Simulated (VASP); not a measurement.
## Au: single point with PBE

Au:

```
Au
1.0
     1.44007   -1.98483    0.00000
     1.44007    1.98483    0.00000
     0.00000    0.00000    6.41121
Au
2
Direct
  0.00000 0.00000 0.30681
  0.00000 0.00000 0.69319
```

* Program: VASP 6.6.1
* Task: single point
* Functional: PBE
* Potentials or basis: VASP PAW PBE potentials, release 64 (Au)
* Cutoff: 520 eV
* k mesh: 8 × 8 × 4
* Occupations: gaussian, width 0.1 eV
* Spin: no spin polarisation

| Property | Result |
| --- | --- |
| Pressure | 60.9 GPa |
| Largest force | 3.720 eV/Å |
| Band gap on the k mesh | zero (band 11 reaches 13.35 eV, above the bottom of band 12 at 6.67 eV) |

Forces on the atoms (eV/Å):
```
Au   0.000  0.000 -3.720
Au   0.000  0.000  3.720
```

Stress tensor (GPa, compression positive):
```
56.10  0.00  0.00
 0.00 90.14  0.00
 0.00  0.00 36.54
```

Levels at points of the mesh, in eV from the Fermi level:
| k point | band 7 | band 8 | band 9 | band 10 | band 11 | band 12 | band 13 | band 14 | band 15 | band 16 |
| --- | --- | --- | --- | --- | --- | --- | --- | --- | --- | --- |
| (0.00, 0.00, 0.00) | -2.57 | -2.38 | -2.31 | -1.58 | -1.50 | -1.27 | -1.14 | 10.23 | 11.93 | 16.20 |
| (0.50, 0.00, 0.00) | -1.83 | -1.69 | -1.45 | -0.55 | -0.24 | 3.01 | 4.93 | 5.35 | 7.41 | 10.71 |
| (0.50, 0.50, 0.00) | -3.11 | -0.60 | 0.55 | 0.64 | 2.24 | 5.71 | 7.66 | 8.42 | 10.79 | 11.17 |
| (0.00, 0.00, 0.50) | -2.84 | -2.56 | -2.36 | -2.30 | -1.60 | -1.16 | 1.63 | 7.03 | 15.54 | 16.32 |
| (0.50, 0.00, 0.50) | -1.99 | -1.68 | -1.48 | -1.04 | 0.25 | 2.55 | 5.03 | 5.42 | 8.75 | 11.11 |
| (0.50, 0.50, 0.50) | -3.16 | -0.99 | 0.55 | 0.64 | 2.74 | 5.15 | 7.98 | 8.43 | 11.28 | 11.34 |

Wall time 13 s on 1 thread of Intel(R) Xeon(R) 6975P-C (Granite Rapids) (shared host), peak memory 0.16 GiB.

Caveat: spin-orbit coupling is left out, which moves the levels of the heavy elements; forces of over 1 eV/Å act on the atoms, so gaps and moduli don't describe the material at rest.
